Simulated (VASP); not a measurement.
# MgI2 (CdI2 type): single point with PBE

Crystal: MgI2 (CdI2 type).

```xyz
3
Lattice="4.2064 0.0000 0.0000 -2.1032 3.6428 0.0000 0.0000 0.0000 7.8456" Properties=species:S:1:pos:R:3 pbc="T T T"
Mg    0.0000    0.0000    0.0000
I     0.0000    2.4285    1.6734
I     2.1032    1.2143    6.1723
```

```
Program                : VASP 6.6.1
Task                   : single point
Functional             : PBE
Potentials or basis    : VASP PAW PBE potentials, release 64 (Mg, I)
Cutoff                 : 520 eV
k mesh                 : 10 × 10 × 5
Occupations            : fermi-dirac, width 0.05 eV
Spin                   : no spin polarisation
Dipole correction      : no
Further INCAR settings : ALGO = Normal; EDIFF = 1e-07; NBANDS = 15
```

```
Pressure               : 0.0 GPa
Largest force          : 0.011 eV/Å
Band gap on the k mesh : 3.61 eV (least direct gap 3.71 eV)
```

Forces in eV/Å, atoms in the order of the input:
```
Mg   0.000  0.000  0.000
I    0.000  0.000 -0.011
I    0.000  0.000  0.011
```

Levels at points of the mesh, in eV from the valence-band top:
| k point | band 5 | band 6 | band 7 | band 8 | band 9 | band 10 | band 11 | band 12 |
| --- | --- | --- | --- | --- | --- | --- | --- | --- |
| (0.00, 0.00, 0.00) | -0.28 | -0.28 | 0.00 | 0.00 | 3.71 | 4.90 | 6.70 | 6.70 |
| (0.50, 0.00, 0.00) | -1.37 | -1.14 | -0.64 | -0.39 | 3.66 | 5.44 | 5.79 | 7.27 |

It took 94 s on 1 thread of Intel(R) Xeon(R) Platinum 8488C (Sapphire Rapids), on a shared host, peak memory 0.3 GiB.

Caveat: spin-orbit coupling is left out, which moves the levels of the heavy elements; this functional lacks dispersion, which binds layers or chains, so the pressure and a relaxed spacing across them are unreliable. A k mesh can miss the band edges.
